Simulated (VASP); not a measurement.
# BeS (P4_2/mbc) in VASP: further runs

The runs below take BeS through single point, with PBE.

All numbers are computed with VASP 6.6.1; they aren't measurements. Logs are shortened: lines on timing, memory, paths and dates and some standing lists are left out, and cuts for length are marked.

## (1) The cell of the first run

Symmetry: P4_2/mbc, No. 135, tetragonal system. The conventional cell has a = 7.449 Å, b = 7.449 Å, c = 3.557 Å, α = 90.00°, β = 90.00°, γ = 90.00°. Be (site symmetry m) has 4 S at 1.82 to 2.09 Å within 2.4 Å. S (site symmetry m) has 4 Be at 1.82 to 2.09 Å within 2.4 Å.

The cell was built from a structure type or drawn by symmetry, and may not be a known phase.

## (2) Single point, PBE

Contents of INCAR:

```
  ALGO = Normal
  EDIFF = 1E-6
  ENCUT = 520
  GGA = PE
  ISIF = 2
  ISMEAR = 0
  LASPH = True
  LCHARG = False
  LREAL = Auto
  LWAVE = False
  NBANDS = 46
  NELM = 100
  PREC = Accurate
  SIGMA = 0.1
```

Contents of KPOINTS:

```
k-points
0
Gamma
  4 4 6
```

Contents of POSCAR:

```
BeS
1.0
    7.4486569500      0.0000000000      0.0000000000
    0.0000000000      7.4486569500      0.0000000000
    0.0000000000      0.0000000000      3.5572732700
Be S
8 8
Direct
    0.6913084800      0.6225034900      0.0000000000
    0.8774965100      0.8086915200      0.5000000000
    0.3086915200      0.3774965100      0.0000000000
    0.1225034900      0.1913084800      0.5000000000
    0.6225034900      0.3086915200      0.5000000000
    0.8086915200      0.1225034900      0.0000000000
    0.3774965100      0.6913084800      0.5000000000
    0.1913084800      0.8774965100      0.0000000000
    0.1225034900      0.8086915200      0.5000000000
    0.3086915200      0.6225034900      0.0000000000
    0.8774965100      0.1913084800      0.5000000000
    0.6913084800      0.3774965100      0.0000000000
    0.1913084800      0.1225034900      0.0000000000
    0.3774965100      0.3086915200      0.5000000000
    0.8086915200      0.8774965100      0.0000000000
    0.6225034900      0.6913084800      0.5000000000
```

Potentials or basis: VASP PAW PBE potentials, release 64 (Be, S).

The run is started by

```bash
> cat potpaw_PBE.64/Be/POTCAR potpaw_PBE.64/S/POTCAR > POTCAR
> mpirun -np 1 vasp_std > vasp.out
```

OUTCAR:

```text
EDIFF = 1E-6
   ENCUT = 520
   GGA = PE
   ISIF = 2
   ISMEAR = 0
   LASPH = True
   LREAL = Auto
   NELM = 100
   PREC = Accurate

 ion  position               nearest neighbor table
   1  0.691  0.623  0.000-  12 1.82  16 1.92  16 1.92  15 2.09
   2  0.877  0.809  0.500-   9 1.82  15 1.92  15 1.92  16 2.09
   3  0.309  0.377  0.000-  10 1.82  14 1.92  14 1.92  13 2.09
   4  0.123  0.191  0.500-  11 1.82  13 1.92  13 1.92  14 2.09
   5  0.623  0.309  0.500-  14 1.82  12 1.92  12 1.92  11 2.09
   6  0.809  0.123  0.000-  15 1.82  11 1.92  11 1.92  12 2.09
   7  0.377  0.691  0.500-  16 1.82  10 1.92  10 1.92   9 2.09
   8  0.191  0.877  0.000-  13 1.82   9 1.92   9 1.92  10 2.09
   9  0.123  0.809  0.500-   2 1.82   8 1.92   8 1.92   7 2.09  10 2.65  10 2.65
  10  0.309  0.623  0.000-   3 1.82   7 1.92   7 1.92   8 2.09   9 2.65   9 2.65
  11  0.877  0.191  0.500-   4 1.82   6 1.92   6 1.92   5 2.09  12 2.65  12 2.65
  12  0.691  0.377  0.000-   1 1.82   5 1.92   5 1.92   6 2.09  11 2.65  11 2.65
  13  0.191  0.123  0.000-   8 1.82   4 1.92   4 1.92   3 2.09  14 2.65  14 2.65
  14  0.377  0.309  0.500-   5 1.82   3 1.92   3 1.92   4 2.09  13 2.65  13 2.65
  15  0.809  0.877  0.000-   6 1.82   2 1.92   2 1.92   1 2.09  16 2.65  16 2.65
  16  0.623  0.691  0.500-   7 1.82   1 1.92   1 1.92   2 2.09  15 2.65  15 2.65

  LATTYP: Found a simple tetragonal cell.
 ALAT       =     7.4486569500
 C/A-ratio  =     0.4775724394

  Lattice vectors:

 A1 = (   7.4486569500,   0.0000000000,   0.0000000000)
 A2 = (   0.0000000000,   7.4486569500,   0.0000000000)
 A3 = (   0.0000000000,   0.0000000000,   3.5572732700)

Analysis of symmetry for initial positions (statically):
=====================================================================
 Subroutine PRICEL returns:
 Original cell was already a primitive cell.

 Routine SETGRP: Setting up the symmetry group for a
 simple tetragonal supercell.

 Subroutine GETGRP returns: Found 16 space group operations
 (whereof  4 operations were pure point group operations)
 out of a pool of 16 trial point group operations.

The static configuration has the point symmetry C_2h.
 The point group associated with its full space group is D_4h.

Analysis of symmetry for dynamics (positions and initial velocities):
=====================================================================
 Subroutine PRICEL returns:
 Original cell was already a primitive cell.

 Routine SETGRP: Setting up the symmetry group for a
 simple tetragonal supercell.

 Subroutine GETGRP returns: Found 16 space group operations
[... 137 lines left out ...]
   ISIF   =      2    stress and relaxation
   ISYM   =      2    0-nonsym 1-usesym 2-fastsym
   POTIM  = 0.5000    time-step for ionic-motion
   TEBEG  =    0.0;   TEEND  =   0.0 temperature during run
   PSTRESS=    0.0 pullay stress
   NELECT =      64.0000    total number of electrons
   NUPDOWN=      -1.0000    fix difference up-down
   EMIN   =  10.00;   EMAX   =-10.00  energy-range for DOS
   EFERMI =   0.00;   METHOD = LEGACY
   ISMEAR =     0;   SIGMA  =   0.10  broadening in eV -4-tet -1-fermi 0-gaus
   EFERMI_NEDOS =   21; number of points for ismear=-14 and -15
   IALGO  =     38    algorithm
   IMIX   =      4    mixing-type and parameters
     AMIX     =   0.40;   BMIX     =  1.00
     AMIX_MAG =   1.60;   BMIX_MAG =  1.00
  volume/ion in A,a.u.               =      12.34        83.24
  Fermi-wavevector in a.u.,A,eV,Ry     =   1.124718  2.125409 17.211251  1.264991
  Thomas-Fermi vector in A             =   2.261392
   LORBIT       =      0    0 simple, 1 ext, 2 COOP (PROOUT), +10 PAW based schemes
   GGA     = PE    functional components
   LHFCALC =     F    Hartree Fock is set to
   AEXX    =    0.0000 exact exchange contribution
   IVDW    =     0    specifies the selected vdW correction
   LEPSILON=     F    determine dielectric tensor
   LRPA    =     F    only Hartree local field effects (RPA)
 non-spin polarized calculation
 Gauss-broadening in eV      SIGMA  =   0.10
  energy-cutoff  :      520.00
  volume of cell :      197.37
 maximum number of plane-waves:      5352
 NGX is ok and might be reduce to    56
   NGX = 27   NGY = 27   NGZ = 13

 number of electron      63.9999991 magnetization

 Free energy of the ion-electron system (eV)
  ---------------------------------------------------
  ext. energy  EPLUGINS =         0.00000000
  ---------------------------------------------------
  free energy    TOTEN  =       -59.18406465 eV

  energy without entropy =      -59.18090403  energy(sigma->0) =      -59.18248434

 E-fermi :   7.2545     XC(G=0): -10.0218

 val. band max:        7.2176539510   @ k =   0.0000   0.0000   0.5000
 cond. band min:       7.3745237230   @ k =   0.2500   0.0000   0.0000
 fundamental gap:      0.1568697720
 Fermi energy:         7.2544955721

 k-point     1 :       0.0000    0.0000    0.0000
  band No.  band energies     occupation
      1      -9.9623      2.00000
      2      -8.8346      2.00000
      3      -8.8346      2.00000
      4      -8.1225      2.00000
      5      -7.9904      2.00000
      6      -6.2094      2.00000
[... 1117 lines left out ...]
     43      12.8153      0.00000
     44      12.8153      0.00000
 [bands above 44 left out]

------------------------ aborting loop because EDIFF is reached ----------------------------------------

  FORCE on cell =-STRESS in cart. coord.  units (eV):
  Direction    XX          YY          ZZ          XY          YZ          ZX
  --------------------------------------------------------------------------------------
  -------------------------------------------------------------------------------------
  Total       55.0662300     55.0662300     75.2482667      0.0000000     -0.0000000      0.0000000
  in kB      447.0156743    447.0156743    610.8490569      0.0000000     -0.0000000      0.0000000
  external PRESSURE =     501.6268018 kB  Pullay stress =       0.0000000 kB

 VOLUME and BASIS-vectors are now :
 -----------------------------------------------------------------------------
  energy-cutoff  :      520.00
  volume of cell :      197.37
      direct lattice vectors                 reciprocal lattice vectors
     7.448656950  0.000000000  0.000000000     0.134252390  0.000000000  0.000000000
     0.000000000  7.448656950  0.000000000     0.000000000  0.134252390  0.000000000
     0.000000000  0.000000000  3.557273270     0.000000000  0.000000000  0.281114192

 POSITION                                       TOTAL-FORCE (eV/Angst)
 -----------------------------------------------------------------------------------
      5.14932      4.63681      0.00000         0.126970      1.148571     -0.000000
      6.53617      6.02367      1.77864        -1.148571     -0.126970      0.000000
      2.29934      2.81184      0.00000        -0.126970     -1.148571      0.000000
      0.91249      1.42499      1.77864         1.148571      0.126970     -0.000000
      4.63681      2.29934      1.77864         1.148571     -0.126970      0.000000
      6.02367      0.91249      0.00000        -0.126970      1.148571     -0.000000
[... 8 lines left out ...]
      6.02367      6.53617      0.00000        -0.153800     -0.096883      0.000000
      4.63681      5.14932      1.77864         0.096883      0.153800      0.000000
 -----------------------------------------------------------------------------------
    total drift:                                0.000000      0.000000     -0.000000

  FREE ENERGIE OF THE ION-ELECTRON SYSTEM (eV)
  ---------------------------------------------------
  free  energy   TOTEN  =       -59.1840646534 eV

  energy  without entropy=      -59.1809040263  energy(sigma->0) =      -59.18248434
```

Run time: 3.2 min. Hardware: 1 thread of AMD EPYC 9R45 (Zen 5), shared host; peak memory 0.32 GiB.

Results:

```
Free energy            : -59.1841 eV
Pressure               : 50.2 GPa
Largest force          : 1.156 eV/Å
Band gap on the k mesh : zero (bands 32 and 33 overlap by 0.19 eV)
```

Forces on the atoms (eV/Å):
```
Be   0.127  1.149  0.000
Be  -1.149 -0.127  0.000
Be  -0.127 -1.149  0.000
Be   1.149  0.127  0.000
Be   1.149 -0.127  0.000
Be  -0.127  1.149  0.000
Be  -1.149  0.127  0.000
Be   0.127 -1.149  0.000
S    0.097 -0.154  0.000
S   -0.154  0.097  0.000
S   -0.097  0.154  0.000
S    0.154 -0.097  0.000
S    0.154  0.097  0.000
S   -0.097 -0.154  0.000
S   -0.154 -0.097  0.000
S    0.097  0.154  0.000
```

Stress tensor (GPa, compression positive):
```
44.70  0.00  0.00
 0.00 44.70  0.00
 0.00  0.00 61.08
```

Levels at points of the mesh, in eV from the Fermi level:
| k point | band 29 | band 30 | band 31 | band 32 | band 33 | band 34 | band 35 | band 36 |
| --- | --- | --- | --- | --- | --- | --- | --- | --- |
| (0.00, 0.00, 0.00) | -1.71 | -1.71 | -1.51 | -0.74 | -0.23 | 0.49 | 1.75 | 1.75 |
| (0.50, 0.00, 0.00) | -2.06 | -2.06 | -1.13 | -1.13 | 0.68 | 0.68 | 1.33 | 1.33 |
| (0.50, 0.50, 0.00) | -1.80 | -1.80 | -1.04 | -1.04 | 0.69 | 0.69 | 1.64 | 1.64 |
| (0.00, 0.00, 0.50) | -1.26 | -1.26 | -0.04 | -0.04 | 1.77 | 1.77 | 2.46 | 2.46 |
| (0.50, 0.00, 0.50) | -0.82 | -0.82 | -0.50 | -0.50 | 1.91 | 1.91 | 2.79 | 2.79 |
| (0.50, 0.50, 0.50) | -1.66 | -1.66 | -1.66 | -1.66 | 2.69 | 2.69 | 2.69 | 2.69 |

Caveat: the cell stands under pressure; semilocal functionals underestimate gaps, so a narrow gap can read as zero; forces of over 1 eV/Å act on the atoms, so gaps and moduli don't describe the material at rest.

## (3) Single point, PBE

This run uses another cell than the first one, of 26.24 Å³/atom.

Contents of INCAR:

```
SYSTEM = BeS
PREC = Accurate
ENCUT = 520
EDIFF = 1E-7
ISMEAR = 0
SIGMA = 0.02
LREAL = Auto
LASPH = .TRUE.
NELM = 80
ALGO = Normal
ISIF = 2
LWAVE = .FALSE.
LCHARG = .TRUE.
GGA = PE
LELF = .TRUE.
LVHAR = .TRUE.
NBANDS = 46
```

Contents of KPOINTS:

```
regular mesh
0
G
  2 2 8
  0 0 0
```

Contents of POSCAR:

```
BeS
1.0
   11.0998749706      0.0000000000      0.0000000000
    0.0000000000     11.0998749706      0.0000000000
    0.0000000000      0.0000000000      3.4080806454
Be S
8 8
Direct
    0.5745160110      0.6298890728      0.0000000000
    0.8701109272      0.9254839890      0.5000000000
    0.4254839890      0.3701109272      0.0000000000
    0.1298890728      0.0745160110      0.5000000000
    0.6298890728      0.4254839890      0.5000000000
    0.9254839890      0.1298890728      0.0000000000
    0.3701109272      0.5745160110      0.5000000000
    0.0745160110      0.8701109272      0.0000000000
    0.0026252816      0.8011045600      0.5000000000
    0.3011045600      0.5026252816      0.0000000000
    0.9973747184      0.1988954400      0.5000000000
    0.6988954400      0.4973747184      0.0000000000
    0.1988954400      0.0026252816      0.0000000000
    0.4973747184      0.3011045600      0.5000000000
    0.8011045600      0.9973747184      0.0000000000
    0.5026252816      0.6988954400      0.5000000000
```

Potentials or basis: VASP PAW PBE potentials, release 64 (Be, S).

The run is started by

```bash
> cat potpaw_PBE.64/Be/POTCAR potpaw_PBE.64/S/POTCAR > POTCAR
> mpirun -np 1 vasp_std > vasp.out
```

It took 5.6 min on 1 thread of AMD EPYC 9R45 (Zen 5), shared host; peak memory 0.5 GiB.

The run converged. Its results:

| Property | Result |
| --- | --- |
| Free energy | -76.2623 eV |
| Pressure | 0.0 GPa |
| Largest force | 0.009 eV/Å |
| Band gap on the k mesh | 3.62 eV |

Forces on the atoms (eV/Å):
```
Be  -0.005 -0.004  0.000
Be   0.004  0.005  0.000
Be   0.005  0.004  0.000
Be  -0.004 -0.005  0.000
Be  -0.004  0.005  0.000
Be   0.005 -0.004  0.000
Be   0.004 -0.005  0.000
Be  -0.005  0.004  0.000
S    0.001 -0.009  0.000
S   -0.009  0.001  0.000
S   -0.001  0.009  0.000
S    0.009 -0.001  0.000
S    0.009  0.001  0.000
S   -0.001 -0.009  0.000
S   -0.009 -0.001  0.000
S    0.001  0.009  0.000
```

Levels at points of the mesh, in eV from the valence-band top:
| k point | band 28 | band 29 | band 30 | band 31 | band 32 | band 33 | band 34 | band 35 | band 36 | band 37 |
| --- | --- | --- | --- | --- | --- | --- | --- | --- | --- | --- |
| (0.00, 0.00, 0.00) | -0.42 | -0.37 | -0.12 | -0.01 | 0.00 | 3.62 | 4.15 | 4.59 | 5.53 | 5.53 |
| (0.50, 0.00, 0.00) | -0.44 | -0.26 | -0.26 | -0.01 | -0.01 | 3.88 | 3.88 | 5.16 | 5.16 | 5.52 |
| (0.50, 0.50, 0.00) | -0.48 | -0.22 | -0.22 | -0.01 | -0.01 | 3.90 | 3.90 | 5.21 | 5.21 | 5.57 |
| (0.00, 0.00, 0.50) | -1.25 | -0.80 | -0.80 | -0.79 | -0.79 | 4.38 | 4.38 | 4.42 | 4.42 | 4.52 |
| (0.50, 0.00, 0.50) | -1.28 | -0.80 | -0.80 | -0.79 | -0.79 | 4.45 | 4.45 | 4.46 | 4.46 | 4.55 |
| (0.50, 0.50, 0.50) | -1.28 | -0.80 | -0.80 | -0.80 | -0.80 | 4.47 | 4.47 | 4.47 | 4.47 | 4.54 |

A k mesh can miss the band edges.

## (4) Single point, PBE

This run uses another cell than the first one, of 23.84 Å³/atom.

Contents of INCAR:

```
PREC = Accurate
ENCUT = 520
EDIFF = 1E-6
ISMEAR = 0
SIGMA = 0.1
LREAL = Auto
LASPH = T
NELM = 100
ALGO = Normal
ISIF = 2
LWAVE = F
LCHARG = F
GGA = PE
NBANDS = 46
```

Contents of KPOINTS:

```
Automatic mesh
0
Gamma
  4 4 6
```

Contents of POSCAR:

```
BeS
1.0
   10.5755451325      0.0000000000      0.0000000000
    0.0000000000     10.5755451325      0.0000000000
    0.0000000000      0.0000000000      3.4099884116
Be S
8 8
Direct
    0.5775613156      0.6364042506      0.0000000000
    0.8635957494      0.9224386844      0.5000000000
    0.4224386844      0.3635957494      0.0000000000
    0.1364042506      0.0775613156      0.5000000000
    0.6364042506      0.4224386844      0.5000000000
    0.9224386844      0.1364042506      0.0000000000
    0.3635957494      0.5775613156      0.5000000000
    0.0775613156      0.8635957494      0.0000000000
    0.0021679332      0.7913266430      0.5000000000
    0.2913266430      0.5021679332      0.0000000000
    0.9978320668      0.2086733570      0.5000000000
    0.7086733570      0.4978320668      0.0000000000
    0.2086733570      0.0021679332      0.0000000000
    0.4978320668      0.2913266430      0.5000000000
    0.7913266430      0.9978320668      0.0000000000
    0.5021679332      0.7086733570      0.5000000000
```

The run is started by

```bash
> cat potpaw_PBE.64/Be/POTCAR potpaw_PBE.64/S/POTCAR > POTCAR
> mpirun -np 1 vasp_std > vasp.out
```

Wall time 6.7 min (1 thread of AMD EPYC 9R45 (Zen 5), shared host); peak memory 0.53 GiB.

It converged, with:

```
Free energy            : -76.2498 eV
Pressure               : 0.0 GPa
Largest force          : 0.007 eV/Å
Band gap on the k mesh : 3.50 eV
```

Forces in eV/Å, atoms in the order of the input:
```
Be  -0.003 -0.006  0.000
Be   0.006  0.003  0.000
Be   0.003  0.006  0.000
Be  -0.006 -0.003  0.000
Be  -0.006  0.003  0.000
Be   0.003 -0.006  0.000
Be   0.006 -0.003  0.000
Be  -0.003  0.006  0.000
S   -0.001 -0.006  0.000
S   -0.006 -0.001  0.000
S    0.001  0.006  0.000
S    0.006  0.001  0.000
S    0.006 -0.001  0.000
S    0.001 -0.006  0.000
S   -0.006  0.001  0.000
S   -0.001  0.006  0.000
```

Levels at points of the mesh, in eV from the valence-band top:
| k point | band 29 | band 30 | band 31 | band 32 | band 33 | band 34 | band 35 | band 36 |
| --- | --- | --- | --- | --- | --- | --- | --- | --- |
| (0.00, 0.00, 0.00) | -0.31 | -0.03 | -0.03 | 0.00 | 3.50 | 4.26 | 4.61 | 5.49 |
| (0.50, 0.00, 0.00) | -0.24 | -0.24 | -0.01 | -0.01 | 3.86 | 3.86 | 5.26 | 5.26 |
| (0.50, 0.50, 0.00) | -0.17 | -0.17 | -0.01 | -0.01 | 3.90 | 3.90 | 5.30 | 5.30 |
| (0.00, 0.00, 0.50) | -0.80 | -0.80 | -0.78 | -0.78 | 4.34 | 4.34 | 4.34 | 4.34 |
| (0.50, 0.00, 0.50) | -0.80 | -0.80 | -0.79 | -0.79 | 4.42 | 4.42 | 4.44 | 4.44 |
| (0.50, 0.50, 0.50) | -0.80 | -0.80 | -0.80 | -0.80 | 4.47 | 4.47 | 4.47 | 4.47 |

A k mesh can miss the band edges.

## (5) The runs side by side

```csv
cell,k mesh,smearing,gap on the mesh (eV),pressure (GPa),largest force (eV/Å)
"a = 7.449, b = 7.449, c = 3.557 Å, 16 atoms, atomic positions A",4 × 4 × 6,gaussian 0.1 eV,none,50.2,1.16
"a = 11.100, b = 11.100, c = 3.408 Å, 16 atoms, atomic positions B",2 × 2 × 8,gaussian 0.02 eV,3.62,0.0,0.01
"a = 10.576, b = 10.576, c = 3.410 Å, 16 atoms, atomic positions C",4 × 4 × 6,gaussian 0.1 eV,3.50,0.0,0.01
```

Alike in all rows: task single point; level PBE; potentials or basis VASP PAW PBE potentials, release 64 (Be, S); no spin polarisation; cutoff (eV) 520.

Caveats: the cell stands under pressure (at least some runs); semilocal functionals underestimate gaps, so a narrow gap can read as zero (at least some runs); forces of over 1 eV/Å act on the atoms, so gaps and moduli don't describe the material at rest (at least some runs).

Total energies depend on the potentials used, so only differences within one code and one set of settings carry meaning.
